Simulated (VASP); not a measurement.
Here is a VASP 6.6.1 calculation.

The input INCAR:

```
PREC = Accurate ; ENCUT = 600
EDIFF = 1E-6 ; ISMEAR = 0
SIGMA = 0.1 ; LREAL = F
LASPH = T ; NELM = 200
ALGO = Normal ; ISIF = 2
LWAVE = F ; LCHARG = F
ISPIN = 2 ; MAGMOM = 0 0 0 0 0 1 1 1
LORBIT = 11 ; GGA = PE
NBANDS = 30 ; GGA_COMPAT = F
```

The input KPOINTS:

```
Automatic mesh
0
Gamma
  4 4 4
```

Contents of POSCAR:

```
Mg2Si3N3
1.0
    2.9668040161     -3.3987123551      0.0000000000
    2.9668040161      3.3987123551      0.0000000000
    0.0000000000      0.0000000000      5.5680548275
Mg Si N
2 3 3
Direct
    0.7509988078      0.7509988078      0.6812016176
    0.2490011922      0.2490011922      0.6812016176
    0.7231645090      0.2768354910      0.2783554346
    0.0000000000      0.0000000000      0.0430399235
    0.2768354910      0.7231645090      0.2783554346
    0.5000000000      0.5000000000      0.1103728691
    0.0000000000      0.5000000000      0.4637365515
    0.5000000000      0.0000000000      0.4637365515
```

Potentials or basis: VASP PAW PBE potentials, release 64 (Mg, Si, N).

The run is started by

```console
$ cat potpaw_PBE.64/Mg/POTCAR potpaw_PBE.64/Si/POTCAR potpaw_PBE.64/N/POTCAR > POTCAR
$ mpirun -np 1 vasp_std > vasp.out
```

(1) What does it give for the largest force?

(2) What does it give for the net moment?

(3) What does it give for the pressure?

Results:

(1) 0.030 eV/Å.

(2) 0.01 μB per cell.

(3) -0.2 GPa.
